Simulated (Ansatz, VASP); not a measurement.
**GaN: VASP beside Ansatz**

```
CELL_PARAMETERS angstrom
2.17190 2.17190 0.00000
-2.17190 2.17190 0.00000
0.00000 0.00000 4.74939
ATOMIC_POSITIONS crystal
Ga 0.00000 0.00000 0.00000
Ga 0.50000 0.50000 0.50000
N 0.50000 0.00000 0.25000
N 0.00000 0.50000 0.75000
```

Alike in both runs: task single point; functional PBE; k mesh 8 × 8 × 6; occupations gaussian, width 0.02 eV; no spin polarisation.

|  | VASP | Ansatz |
| --- | --- | --- |
| version | VASP 6.6.1 | Ansatz 0.2.0 |
| potentials or method | VASP PAW PBE potentials, release 64 (Ga_d, N), cutoff 520 eV | scalar-relativistic, plane waves, PAW |
| valence electrons in the cell | 36 | 36 |

```csv
,VASP,Ansatz,Ansatz less VASP
gap on the k mesh at the Fermi level (eV),1.67,1.66,-0.009
least direct gap on the mesh (eV),1.67,1.66,-0.009
pressure (GPa),8.8,8.8,-0.01
"traceless stress, the component that is largest in VASP (GPa)",-8.81,-8.79,+0.025
```
